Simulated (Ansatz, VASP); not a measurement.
# BeSe3: VASP beside Ansatz

File INCAR:

```
  PREC = Accurate
  ENCUT = 600
  EDIFF = 1E-6
  ISMEAR = 0
  SIGMA = 0.1
  LREAL = F
  LASPH = T
  NELM = 100
  ALGO = Normal
  ISIF = 3
  LWAVE = F
  LCHARG = F
  GGA = PE
  IBRION = 2
  NSW = 90
  EDIFFG = -0.04
```

Contents of KPOINTS:

```
regular mesh
0
Gamma
  6 6 6
```

POSCAR

```
BeSe3
1.0
   -2.1298165012      2.1298165012      4.7575121846
    2.1298165012     -2.1298165012      4.7575121846
    2.1298165012      2.1298165012     -4.7575121846
Be Se
1 3
Direct
    0.0000000000      0.0000000000      0.0000000000
    0.5000000000      0.5000000000      0.0000000000
    0.2500000000      0.7500000000      0.5000000000
    0.7500000000      0.2500000000      0.5000000000
```

Input for Ansatz:

```yaml
crystal:
  lattice:
    - [-2.1298165012, 2.1298165012, 4.7575121846]
    - [2.1298165012, -2.1298165012, 4.7575121846]
    - [2.1298165012, 2.1298165012, -4.7575121846]
  atoms:
    - { symbol: Be, position: [0.0, 0.0, 0.0] }
    - { symbol: Se, position: [0.5, 0.5, 0.0] }
    - { symbol: Se, position: [0.25, 0.75, 0.5] }
    - { symbol: Se, position: [0.75, 0.25, 0.5] }
basis:
  ecutwfc: 420
kpoints:
  mp_grid: { grid: [6, 6, 6] }
hamiltonian:
  xc: pbe
scf:
  occupations: { method: gaussian, width: 0.1 }
  lower_state_search: "off"
output:
  forces: true
  stress: true
  eigenvalues: true
relax:
  adjacent_minimum: "off"
  f_tol: 0.04
  max_steps: 70
  cell: { stress_tol: 0.4 }
```

Alike in both runs: task relaxation of cell and atoms; functional PBE; k mesh 6 × 6 × 6; occupations gaussian, width 0.1 eV; no spin polarisation.

|  | VASP | Ansatz |
| --- | --- | --- |
| version | VASP 6.6.1 | Ansatz 0.2.0 |
| potentials or method | VASP PAW PBE potentials, release 64 (Be, Se), cutoff 600 eV | scalar-relativistic, plane waves, PAW |
| valence electrons in the cell | 20 | 50 |

VASP gave:

```
gap on the k mesh at the Fermi level, each at its own relaxed structure (eV) : none
relaxed volume (Å³/atom)                                                     : 26.50
relaxed length of the cell vector where the two differ most in proportion (Å)              : 8.746
```

**Question.** What did Ansatz give for the same quantities?

**Answer.** gap on the k mesh at the Fermi level, each at its own relaxed structure (eV): none; relaxed volume (Å³/atom): 27.92; relaxed length of the cell vector where the two differ most in proportion (Å): 9.168.

A gap of «none» marks a metal or a gap that the smearing closes. One of these differences is far larger than is usual between the two programs; its cause wasn't traced. VASP's potentials hold 20 valence electrons a cell and Ansatz's 50, so a difference there can come from the potentials and not from the codes.

Noted on VASP's run: the volume moved by over 15 % at a fixed basis, so the end points are rough.
